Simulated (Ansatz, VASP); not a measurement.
## Two plane-wave programs on In

Contents of INCAR:

```
SYSTEM = In
PREC     = Accurate       ! precision mode
ENCUT    = 520            ! plane-wave cutoff, eV
EDIFF    = 1E-6           ! SCF threshold, eV
ISMEAR   = 0              ! smearing method
SIGMA    = 0.15           ! smearing width, eV
LREAL    = .FALSE.        ! projectors in reciprocal space
LASPH    = .TRUE.         ! aspherical terms in the spheres
NELM     = 80             ! most SCF steps
ALGO     = Fast           ! electronic algorithm
ISIF     = 2              ! what is computed and relaxed
LWAVE    = .FALSE.        ! write WAVECAR
LCHARG   = .FALSE.        ! write CHGCAR
GGA      = PE             ! functional
NBANDS   = 12             ! bands
```

The input KPOINTS:

```
Automatic mesh
0
G
  20 20 20
  0 0 0
```

File POSCAR:

```
In
1.0
   -1.6911960000      1.6911960000      2.4739500000
    1.6911960000     -1.6911960000      2.4739500000
    1.6911960000      1.6911960000     -2.4739500000
In
1
Direct
    0.0000000000      0.0000000000      0.0000000000
```

Input for Ansatz:

```yaml
crystal:
  lattice:
    - [-1.691196, 1.691196, 2.47395]
    - [1.691196, -1.691196, 2.47395]
    - [1.691196, 1.691196, -2.47395]
  atoms:
    - { symbol: In, position: [0.0, 0.0, 0.0] }
basis:
  ecutwfc: 420
kpoints:
  mp_grid: { grid: [20, 20, 20] }
hamiltonian:
  xc: pbe
scf:
  occupations: { method: gaussian, width: 0.15 }
output:
  forces: true
  stress: true
  eigenvalues: true
```

Change from the starting cell: strain +0.040 along x and y, +0.000 along z, atoms carried along.

Alike in both runs: task single point; functional PBE; k mesh 20 × 20 × 20; occupations gaussian, width 0.15 eV; no spin polarisation.

```csv
,VASP,Ansatz
version,VASP 6.6.1,Ansatz 0.2.0
potentials or method,"VASP PAW PBE potentials, release 64 (In_d), cutoff 520 eV","scalar-relativistic, plane waves, PAW"
valence electrons in the cell,13,13
```

|  | VASP | Ansatz | Ansatz less VASP |
| --- | --- | --- | --- |
| gap on the k mesh at the Fermi level (eV) | none | none | - |
| pressure (GPa) | -1.0 | -1.0 | +0.04 |
| traceless stress, the component that is largest in VASP (GPa) | 0.10 | 0.10 | +0.002 |

A gap of «none» marks a metal or a gap that the smearing closes.
